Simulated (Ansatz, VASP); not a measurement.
**K in VASP and in Ansatz**

The input INCAR:

```
ALGO = Fast
EDIFF = 1E-6
EDIFFG = -0.01
ENCUT = 600
GGA = PS
IBRION = 2
ISIF = 3
ISMEAR = 0
LASPH = T
LCHARG = F
LREAL = F
LWAVE = F
NELM = 80
NSW = 100
PREC = Accurate
SIGMA = 0.1
```

Contents of KPOINTS:

```
k-points
0
Gamma
  15 15 14
```

POSCAR

```
K
1.0
    4.5808185515      0.0000000000      0.0000000000
   -2.2904092758      3.9671052357      0.0000000000
    0.0000000000      0.0000000000      4.2802023341
K
1
Direct
    0.0000000000      0.0000000000      0.0000000000
```

Input for Ansatz:

```yaml
crystal:
  lattice:
    - [4.5808185515, 0.0, 0.0]
    - [-2.2904092758, 3.9671052357, 0.0]
    - [0.0, 0.0, 4.2802023341]
  atoms:
    - { symbol: K, position: [0.0, 0.0, 0.0] }
basis:
  ecutwfc: 420
kpoints:
  mp_grid: { grid: [15, 15, 14] }
hamiltonian:
  xc: pbesol
scf:
  occupations: { method: gaussian, width: 0.1 }
output:
  forces: true
  stress: true
  eigenvalues: true
relax:
  adjacent_minimum: "off"
  f_tol: 0.01
  max_steps: 80
  cell: { stress_tol: 0.05 }
```

Alike in both runs: task relaxation of cell and atoms; functional PBEsol; k mesh 15 × 15 × 14; occupations gaussian, width 0.1 eV; no spin polarisation.

```csv
,VASP,Ansatz
version,VASP 6.6.1,Ansatz 0.2.0
potentials or method,"VASP PAW PBE potentials, release 64 (K_sv), cutoff 600 eV","scalar-relativistic, plane waves, PAW"
valence electrons in the cell,9,9
```

```tsv
	VASP	Ansatz	Ansatz less VASP
gap on the k mesh at the Fermi level, each at its own relaxed structure (eV)	none	none	-
relaxed volume (Å³/atom)	73.34	73.19	-0.154
relaxed cell length with the largest relative difference (Å)	4.486	4.478	-0.0079
```

VASP's potentials were made for PBE, not for PBEsol. A gap of «none» marks a metal or a gap that the smearing closes.
